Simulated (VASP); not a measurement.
Crystal: SrO.

```
Sr O
1.0
     0.00000    2.56630    2.56630
     2.56630    0.00000    2.56630
     2.56630    2.56630    0.00000
Sr O
1 1
Cartesian
  2.5663 2.5663 2.5663
  0.0000 0.0000 0.0000
```

```yaml
Program: VASP 6.6.1
Task: relaxation of cell and atoms
Functional: PBE
Potentials_or_basis: VASP PAW PBE potentials, release 64 (Sr_sv, O)
Cutoff: 600 eV
k_mesh: 9 × 9 × 9
Occupations: fermi-dirac, width 0.05 eV
Spin: no spin polarisation
```

At the start: pressure 3.8 GPa; volume 16.90 Å³/atom.

Q: How do energy, volume and symmetry change on relaxing?

A: Over 3 steps the energy falls by 8.2 meV/atom and the volume is 17.62 Å³/atom (+4.2 %); space group Fm-3m (No. 225, to 0.05 Å).

The path:
```tsv
step	energy change (eV)	largest force (eV/Å)	pressure (GPa)	volume (Å³)
1	0.0000	0.0000	3.83	33.80
2	-0.0140	0.0000	-1.33	35.82
3	-0.0164	0.0000	0.01	35.23
```

Final structure:
```
CELL_PARAMETERS angstrom
0.00000 2.60195 2.60195
2.60195 0.00000 2.60195
2.60195 2.60195 0.00000
ATOMIC_POSITIONS crystal
Sr 0.50000 0.50000 0.50000
O 0.00000 0.00000 0.00000
```
